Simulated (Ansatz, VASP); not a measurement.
Cs in VASP and in Ansatz

INCAR

```
SYSTEM = Cs
ALGO = Normal
EDIFF = 1E-6
ENCUT = 520
GGA = PE
ISIF = 2
ISMEAR = -1
LASPH = .True.
LCHARG = .False.
LREAL = .False.
LWAVE = .False.
NBANDS = 16
NELM = 100
PREC = Accurate
SIGMA = 0.08
```

The input KPOINTS:

```
k-points
0
Gamma
  6 6 6
  0 0 0
```

The input POSCAR:

```
Cs
1.0
    0.0000000000      5.0742295954      5.0742295954
    5.0742295954      0.0000000000      5.0742295954
    5.0742295954      5.0742295954      0.0000000000
Cs
2
Direct
   -0.1250000000     -0.1250000000     -0.1250000000
    0.1250000000      0.1250000000      0.1250000000
```

Input for Ansatz:

```yaml
crystal:
  lattice:
    - [0.0, 5.0742295954, 5.0742295954]
    - [5.0742295954, 0.0, 5.0742295954]
    - [5.0742295954, 5.0742295954, 0.0]
  atoms:
    - { symbol: Cs, position: [-0.125, -0.125, -0.125] }
    - { symbol: Cs, position: [0.125, 0.125, 0.125] }
kpoints:
  mp_grid: { grid: [6, 6, 6] }
scf:
  occupations: { method: fermi_dirac, width: 0.08 }
hamiltonian:
  xc: pbe
  pseudopotentials: { kind: all_electron, lapw: { basis_error: 0.001 } }
output:
  forces: true
  stress: true
  eigenvalues: true
  populations: true
```

Change from the starting cell: volume scaled by 0.7, LAPW.

Alike in both runs: task single point; functional PBE; k mesh 6 × 6 × 6; occupations fermi-dirac, width 0.08 eV; no spin polarisation.

|  | VASP | Ansatz |
| --- | --- | --- |
| version | VASP 6.6.1 | Ansatz 0.2.0 |
| potentials or method | VASP PAW PBE potentials, release 64 (Cs_sv), cutoff 520 eV | all-electron LAPW, scalar-relativistic |

|  | VASP | Ansatz | Ansatz less VASP |
| --- | --- | --- | --- |
| pressure (GPa) | 0.4 | 0.4 | +0.01 |

Ansatz ran all-electron here, and VASP with PAW potentials.

Neither program's run includes spin-orbit coupling.
